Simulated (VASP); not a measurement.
# AlN (P6_3mc) in VASP: further runs

The runs below take AlN through single point, with LDA.

Program: VASP 6.6.1. These are calculated values, not measurements. Logs are shortened: lines on timing, memory, paths and dates and some standing lists are left out, and cuts for length are marked.

## Step 1: The cell of the first run

The structure is hexagonal, space group P6_3mc (No. 186). Conventional cell: a = 3.071 Å, b = 3.071 Å, c = 4.914 Å, α = 90.00°, β = 90.00°, γ = 120.00°. Al (site symmetry 3m) has 4 N at 1.87 Å within 2.5 Å. Within 2.5 Å of N (site symmetry 3m) lie 4 Al at 1.87 Å.

## Step 2: Single point, LDA

INCAR reads:

```
SYSTEM = AlN
PREC = Accurate ; ENCUT = 520
EDIFF = 1E-6 ; ISMEAR = 0
SIGMA = 0.01 ; LREAL = .FALSE.
LASPH = .TRUE. ; NELM = 60
ALGO = Normal ; ISIF = 2
LWAVE = .FALSE. ; LCHARG = .FALSE.
GGA = CA ; NBANDS = 16
```

KPOINTS reads:

```
regular mesh
0
G
  7 7 4
  0 0 0
```

POSCAR reads:

```
AlN
1.0
    3.0709272750      0.0000000000      0.0000000000
   -1.5354636375      2.6595009524      0.0000000000
    0.0000000000      0.0000000000      4.9136809369
Al N
2 2
Direct
    0.3333333333      0.6666666667      0.0000000000
    0.6666666667      0.3333333333      0.5000000000
    0.3333333333      0.6666666667      0.3800000000
    0.6666666667      0.3333333333      0.8800000000
```

Potentials or basis: VASP PAW LDA potentials, release 64 (Al, N).

On the command line:

```sh
> cat potpaw_LDA.64/Al/POTCAR potpaw_LDA.64/N/POTCAR > POTCAR
> mpirun -np 1 vasp_std > vasp.out
```

OUTCAR:

```text
SYSTEM = AlN
   PREC = Accurate
   ENCUT = 520
   EDIFF = 1E-6
   ISMEAR = 0
   LREAL = .FALSE.
   LASPH = .TRUE.
   NELM = 60
   ISIF = 2
   GGA = CA

 ion  position               nearest neighbor table
   1  0.333  0.667  0.000-   3 1.87   4 1.87   4 1.87   4 1.87   2 3.03   2 3.03   2 3.03   2 3.03
                             2 3.03   2 3.03
   2  0.667  0.333  0.500-   4 1.87   3 1.87   3 1.87   3 1.87   1 3.03   1 3.03   1 3.03   1 3.03
                             1 3.03   1 3.03
   3  0.333  0.667  0.380-   1 1.87   2 1.87   2 1.87   2 1.87
   4  0.667  0.333  0.880-   2 1.87   1 1.87   1 1.87   1 1.87

  LATTYP: Found a hexagonal cell.
 ALAT       =     3.0709272750
 C/A-ratio  =     1.6000642467

  Lattice vectors:

 A1 = (   3.0709272750,   0.0000000000,   0.0000000000)
 A2 = (  -1.5354636375,   2.6595009524,   0.0000000000)
 A3 = (   0.0000000000,   0.0000000000,   4.9136809369)

Analysis of symmetry for initial positions (statically):
=====================================================================
 Subroutine PRICEL returns:
 Original cell was already a primitive cell.

 Routine SETGRP: Setting up the symmetry group for a
 hexagonal supercell.

 Subroutine GETGRP returns: Found 12 space group operations
 (whereof  6 operations were pure point group operations)
 out of a pool of 24 trial point group operations.

The static configuration has the point symmetry C_3v.
 The point group associated with its full space group is C_6v.

Analysis of symmetry for dynamics (positions and initial velocities):
=====================================================================
 Subroutine PRICEL returns:
 Original cell was already a primitive cell.

 Routine SETGRP: Setting up the symmetry group for a
 hexagonal supercell.

 Subroutine GETGRP returns: Found 12 space group operations
 (whereof  6 operations were pure point group operations)
 out of a pool of 24 trial point group operations.

The dynamic configuration has the point symmetry C_3v.
 The point group associated with its full space group is C_6v.

 Subroutine INISYM returns: Found 12 space group operations
 (whereof  6 operations are pure point group operations),
 and found     1 'primitive' translations

----------------------------------------------------------------------------------------

                                     Primitive cell

  volume of cell :      40.1307

[... 93 lines left out ...]
   EDIFFG = 0.1E-04   stopping-criterion for IOM
   NSW    =      0    number of steps for IOM
   IBRION =     -1    ionic relax: 0-MD 1-quasi-New 2-CG
   NFREE  =      0    steps in history (QN), initial steepest desc. (CG)
   ISIF   =      2    stress and relaxation
   ISYM   =      2    0-nonsym 1-usesym 2-fastsym
   POTIM  = 0.5000    time-step for ionic-motion
   TEBEG  =    0.0;   TEEND  =   0.0 temperature during run
   PSTRESS=    0.0 pullay stress
   NELECT =      16.0000    total number of electrons
   NUPDOWN=      -1.0000    fix difference up-down
   EMIN   =  10.00;   EMAX   =-10.00  energy-range for DOS
   EFERMI =   0.00;   METHOD = LEGACY
   ISMEAR =     0;   SIGMA  =   0.01  broadening in eV -4-tet -1-fermi 0-gaus
   EFERMI_NEDOS =   21; number of points for ismear=-14 and -15
   IALGO  =     38    algorithm
   IMIX   =      4    mixing-type and parameters
     AMIX     =   0.40;   BMIX     =  1.00
     AMIX_MAG =   1.60;   BMIX_MAG =  1.00
  volume/ion in A,a.u.               =      10.03        67.70
  Fermi-wavevector in a.u.,A,eV,Ry     =   1.204914  2.276957 19.753170  1.451817
  Thomas-Fermi vector in A             =   2.340625
   LORBIT       =      0    0 simple, 1 ext, 2 COOP (PROOUT), +10 PAW based schemes
   GGA     = CA    functional components
   LHFCALC =     F    Hartree Fock is set to
   AEXX    =    0.0000 exact exchange contribution
   IVDW    =     0    specifies the selected vdW correction
   LEPSILON=     F    determine dielectric tensor
   LRPA    =     F    only Hartree local field effects (RPA)
 non-spin polarized calculation
 Gauss-broadening in eV      SIGMA  =   0.01
  energy-cutoff  :      520.00
  volume of cell :       40.13
 maximum number of plane-waves:      1092
 NGX is ok and might be reduce to    24
   NGX = 11   NGY = 11   NGZ = 19

 number of electron      15.9999997 magnetization

 Free energy of the ion-electron system (eV)
  ---------------------------------------------------
  ext. energy  EPLUGINS =         0.00000000
  ---------------------------------------------------
  free energy    TOTEN  =       -32.82740977 eV

  energy without entropy =      -32.82740977  energy(sigma->0) =      -32.82740977

 E-fermi :   6.3414     XC(G=0): -11.4205

 val. band max:        6.2580831652   @ k =   0.0000   0.0000   0.0000
 cond. band min:      10.8687337132   @ k =   0.0000   0.0000   0.0000
 fundamental gap:      4.6106505480
 Fermi energy:         6.3414133564

 k-point     1 :       0.0000    0.0000    0.0000
  band No.  band energies     occupation
      1      -8.9933      2.00000
      2      -6.6401      2.00000
      3       0.0442      2.00000
      4       5.4040      2.00000
      5       5.4040      2.00000
      6       6.0696      2.00000
[... 433 lines left out ...]
      3       1.1503      2.00000
      4       1.1503      2.00000
      5       2.6445      2.00000
      6       2.6445      2.00000
[... 8 lines left out ...]
     15      19.8979      0.00000
     16      19.8979      0.00000

------------------------ aborting loop because EDIFF is reached ----------------------------------------

  FORCE on cell =-STRESS in cart. coord.  units (eV):
  Direction    XX          YY          ZZ          XY          YZ          ZX
  --------------------------------------------------------------------------------------
  -------------------------------------------------------------------------------------
  Total        1.0193307      1.0193307      1.3848420      0.0000000      0.0000000      0.0000000
  in kB       40.6957515     40.6957490     55.2884203      0.0000000      0.0000000      0.0000000
  external PRESSURE =      45.5599736 kB  Pullay stress =       0.0000000 kB

 VOLUME and BASIS-vectors are now :
 -----------------------------------------------------------------------------
  energy-cutoff  :      520.00
  volume of cell :       40.13
      direct lattice vectors                 reciprocal lattice vectors
     3.070927275  0.000000000  0.000000000     0.325634543  0.188005197  0.000000000
    -1.535463637  2.659500952  0.000000000     0.000000000  0.376010394  0.000000000
     0.000000000  0.000000000  4.913680937     0.000000000  0.000000000  0.203513418

 POSITION                                       TOTAL-FORCE (eV/Angst)
 -----------------------------------------------------------------------------------
     -0.00000      1.77300      0.00000        -0.000000     -0.000000     -0.151797
      1.53546      0.88650      2.45684         0.000000      0.000000     -0.151797
     -0.00000      1.77300      1.86720         0.000000      0.000000      0.151797
      1.53546      0.88650      4.32404        -0.000000     -0.000000      0.151797
 -----------------------------------------------------------------------------------
    total drift:                               -0.000000     -0.000000     -0.000009

  FREE ENERGIE OF THE ION-ELECTRON SYSTEM (eV)
  ---------------------------------------------------
  free  energy   TOTEN  =       -32.8274097742 eV

  energy  without entropy=      -32.8274097742  energy(sigma->0) =      -32.82740977
```

Run time: 7.2 s. Hardware: 1 thread of AMD EPYC 9R45 (Zen 5), shared host; peak memory 0.11 GiB.

What came out:

- Free energy: -32.8274 eV
- Pressure: 4.6 GPa
- Largest force: 0.152 eV/Å
- Band gap on the k mesh: 4.61 eV, direct

Forces on the atoms (eV/Å):
```
Al   0.000  0.000 -0.152
Al   0.000  0.000 -0.152
N    0.000  0.000  0.152
N    0.000  0.000  0.152
```

Levels at points of the mesh, in eV from the valence-band top:
```tsv
k point	band 4	band 5	band 6	band 7	band 8	band 9	band 10	band 11	band 12	band 13
(0.00, 0.00, 0.00)	-0.85	-0.85	-0.19	-0.19	0.00	4.61	6.90	10.81	11.26	11.26
(0.00, 0.00, 0.50)	-3.38	-0.53	-0.53	-0.53	-0.53	6.78	6.78	10.49	10.49	11.58
```

## Step 3: Single point, LDA

This run uses another cell than the first one, of 10.45 Å³/atom, 1.042 times its volume.

INCAR reads:

```
SYSTEM = AlN
PREC = Accurate
ENCUT = 520
EDIFF = 1E-7
ISMEAR = 0
SIGMA = 0.01
LREAL = .False.
LASPH = .True.
NELM = 100
ALGO = Normal
ISIF = 2
LWAVE = .False.
LCHARG = .False.
GGA = CA
NBANDS = 16
```

KPOINTS reads:

```
Automatic mesh
0
Gamma
  7 7 4
  0 0 0
```

POSCAR reads:

```
AlN
1.0
    3.1130000000      0.0000000000      0.0000000000
   -1.5565000000      2.6959370000      0.0000000000
    0.0000000000      0.0000000000      4.9810000000
Al N
2 2
Direct
    0.3333333333      0.6666666667      0.0000000000
    0.6666666667      0.3333333333      0.5000000000
    0.3333333333      0.6666666667      0.3800000000
    0.6666666667      0.3333333333      0.8800000000
```

Potentials or basis: VASP PAW LDA potentials, release 64 (Al, N).

On the command line:

```sh
> cat potpaw_LDA.64/Al/POTCAR potpaw_LDA.64/N/POTCAR > POTCAR
> mpirun -np 1 vasp_std > vasp.out
```

OUTCAR:

```text
SYSTEM = AlN
   PREC = Accurate
   ENCUT = 520
   EDIFF = 1E-7
   ISMEAR = 0
   LREAL = .False.
   LASPH = .True.
   NELM = 100
   ISIF = 2
   GGA = CA

 ion  position               nearest neighbor table
   1  0.333  0.667  0.000-   3 1.89   4 1.89   4 1.89   4 1.89   2 3.07   2 3.07   2 3.07   2 3.07
                             2 3.07   2 3.07
   2  0.667  0.333  0.500-   4 1.89   3 1.89   3 1.89   3 1.89   1 3.07   1 3.07   1 3.07   1 3.07
                             1 3.07   1 3.07
   3  0.333  0.667  0.380-   1 1.89   2 1.89   2 1.89   2 1.89
   4  0.667  0.333  0.880-   2 1.89   1 1.89   1 1.89   1 1.89

  LATTYP: Found a hexagonal cell.
 ALAT       =     3.1130000000
 C/A-ratio  =     1.6000642467

  Lattice vectors:

 A1 = (   3.1130000000,   0.0000000000,   0.0000000000)
 A2 = (  -1.5565000000,   2.6959370000,   0.0000000000)
 A3 = (   0.0000000000,   0.0000000000,   4.9810000000)

Analysis of symmetry for initial positions (statically):
=====================================================================
 Subroutine PRICEL returns:
 Original cell was already a primitive cell.

[... 178 lines left out ...]
 cond. band min:      10.1031445355   @ k =   0.0000   0.0000   0.0000
 fundamental gap:      4.2456815680
 Fermi energy:         5.9213594081

 k-point     1 :       0.0000    0.0000    0.0000
  band No.  band energies     occupation
      1      -9.1423      2.00000
      2      -6.9199      2.00000
      3      -0.1698      2.00000
      4       5.0219      2.00000
      5       5.0219      2.00000
      6       5.6788      2.00000
[... 433 lines left out ...]
      3       0.8742      2.00000
      4       0.8742      2.00000
      5       2.3706      2.00000
      6       2.3706      2.00000
[... 8 lines left out ...]
     15      19.2138      0.00000
     16      19.2138      0.00000

------------------------ aborting loop because EDIFF is reached ----------------------------------------

  FORCE on cell =-STRESS in cart. coord.  units (eV):
  Direction    XX          YY          ZZ          XY          YZ          ZX
  --------------------------------------------------------------------------------------
  -------------------------------------------------------------------------------------
  Total       -1.2150159     -1.2150158     -0.7714802      0.0000000      0.0000000      0.0000000
  in kB      -46.5679506    -46.5679478    -29.5685443      0.0000000      0.0000000      0.0000000
  external PRESSURE =     -40.9014809 kB  Pullay stress =       0.0000000 kB

 VOLUME and BASIS-vectors are now :
 -----------------------------------------------------------------------------
  energy-cutoff  :      520.00
  volume of cell :       41.80
      direct lattice vectors                 reciprocal lattice vectors
     3.113000000  0.000000000  0.000000000     0.321233537  0.185464275  0.000000000
    -1.556500000  2.695937000  0.000000000     0.000000000  0.370928549  0.000000000
     0.000000000  0.000000000  4.981000000     0.000000000  0.000000000  0.200762899

 POSITION                                       TOTAL-FORCE (eV/Angst)
 -----------------------------------------------------------------------------------
     -0.00000      1.79729      0.00000        -0.000000      0.000000     -0.119585
      1.55650      0.89865      2.49050        -0.000000     -0.000000     -0.119585
     -0.00000      1.79729      1.89278         0.000000     -0.000000      0.119585
      1.55650      0.89865      4.38328        -0.000000      0.000000      0.119585
 -----------------------------------------------------------------------------------
    total drift:                               -0.000000      0.000000      0.000422

  FREE ENERGIE OF THE ION-ELECTRON SYSTEM (eV)
  ---------------------------------------------------
  free  energy   TOTEN  =       -32.8294449790 eV

  energy  without entropy=      -32.8294449790  energy(sigma->0) =      -32.82944498
```

OSZICAR:

```text
N       E                     dE             d eps       ncg     rms          rms(c)
DAV:   1     0.383610497168E+02    0.38361E+02   -0.72015E+03   768   0.887E+02
DAV:   2    -0.346344752347E+02   -0.72996E+02   -0.67540E+02  1112   0.180E+02
DAV:   3    -0.378586719876E+02   -0.32242E+01   -0.32163E+01   960   0.380E+01
DAV:   4    -0.378749115579E+02   -0.16240E-01   -0.16239E-01   976   0.326E+00
DAV:   5    -0.378750778272E+02   -0.16627E-03   -0.16627E-03   952   0.321E-01    0.122E+01
DAV:   6    -0.329430398238E+02    0.49320E+01   -0.11427E+01   808   0.239E+01    0.432E+00
DAV:   7    -0.328909096182E+02    0.52130E-01   -0.50151E-01   904   0.465E+00    0.281E+00
DAV:   8    -0.328321965823E+02    0.58713E-01   -0.71582E-02   832   0.224E+00    0.352E-01
DAV:   9    -0.328293401422E+02    0.28564E-02   -0.58867E-03   952   0.549E-01    0.223E-01
DAV:  10    -0.328294961343E+02   -0.15599E-03   -0.59279E-04   864   0.155E-01    0.116E-01
DAV:  11    -0.328294455055E+02    0.50629E-04   -0.87385E-05   912   0.692E-02    0.206E-02
DAV:  12    -0.328294450919E+02    0.41367E-06   -0.15026E-06   944   0.929E-03    0.547E-03
DAV:  13    -0.328294449647E+02    0.12720E-06   -0.68965E-07   912   0.605E-03    0.893E-04
DAV:  14    -0.328294449790E+02   -0.14377E-07   -0.10551E-08   408   0.847E-04
   1 F= -.32829445E+02 E0= -.32829445E+02  d E =-.534551E-22
```

Run time: 8.5 s. Hardware: 1 thread of AMD EPYC 9R45 (Zen 5), shared host; peak memory 0.11 GiB.

Results:

* Free energy: -32.8294 eV
* Pressure: -4.1 GPa
* Largest force: 0.120 eV/Å
* Band gap on the k mesh: 4.25 eV, direct

Forces on the atoms (eV/Å):
```
Al   0.000  0.000 -0.120
Al   0.000  0.000 -0.120
N    0.000  0.000  0.120
N    0.000  0.000  0.120
```

Stress tensor (GPa, compression positive):
```
-4.66  0.00  0.00
 0.00 -4.66  0.00
 0.00  0.00 -2.96
```
